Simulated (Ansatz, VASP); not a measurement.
## As: VASP beside Ansatz

INCAR

```
SYSTEM = As
PREC = Accurate
ENCUT = 400
EDIFF = 1E-6
ISMEAR = 0
SIGMA = 0.05
LREAL = .False.
LASPH = .True.
NELM = 120
ALGO = Normal
ISIF = 2
LWAVE = .False.
LCHARG = .True.
LDIPOL = .True.
IDIPOL = 3
DIPOL = 0.5 0.5 0.382
GGA = PE
IVDW = 12
LELF = .True.
LVHAR = .True.
LVACPOTAV = .True.
NBANDS = 38
GGA_COMPAT = .False.
NELMDL = -8
```

Contents of KPOINTS:

```
regular mesh
0
Gamma
  9 9 1
  0 0 0
```

The input POSCAR:

```
As
1.0
    3.5713380906      0.0000000000      0.0000000000
   -1.7856690453      3.0928695120      0.0000000000
    0.0000000000      0.0000000000     20.2952802043
As
4
Direct
    0.3333333333      0.6666666667      0.2905917062
    0.6666666667      0.3333333333      0.2217264287
    0.6666666667      0.3333333333      0.5427508314
    0.3333333333      0.6666666667      0.4738855539
```

Input for Ansatz:

```yaml
crystal:
  lattice:
    - [3.5713380906, 0.0, 0.0]
    - [-1.7856690453, 3.092869512, 0.0]
    - [0.0, 0.0, 20.2952802043]
  atoms:
    - { symbol: As, position: [0.3333333333, 0.6666666667, 0.2905917062] }
    - { symbol: As, position: [0.6666666667, 0.3333333333, 0.2217264287] }
    - { symbol: As, position: [0.6666666667, 0.3333333333, 0.5427508314] }
    - { symbol: As, position: [0.3333333333, 0.6666666667, 0.4738855539] }
basis:
  ecutwfc: 420
kpoints:
  mp_grid: { grid: [9, 9, 1] }
hamiltonian:
  xc: pbe
  dispersion: d3bj
scf:
  occupations: { method: gaussian, width: 0.05 }
output:
  forces: true
  eigenvalues: true
efield:
  axis: 3
  dipole_correction: true
  ramp_width: 0.04
```

Alike in both runs: task single point; functional PBE; dispersion D3(BJ); k mesh 9 × 9 × 1; occupations gaussian, width 0.05 eV; no spin polarisation.

|  | VASP | Ansatz |
| --- | --- | --- |
| version | VASP 6.6.1 | Ansatz 0.2.0 |
| potentials or method | VASP PAW PBE potentials, release 64 (As_d), cutoff 400 eV | scalar-relativistic, plane waves, PAW |
| valence electrons in the cell | 60 | 60 |

```csv
,VASP,Ansatz,Ansatz less VASP
gap on the k mesh at the Fermi level (eV),1.21,1.22,+0.011
least direct gap on the mesh (eV),1.69,1.70,+0.011
rms of the force components (eV/Å),0.014,0.013,-0.0013
```

Atom by atom the forces differ by 0.015 eV/Å (rms over components).
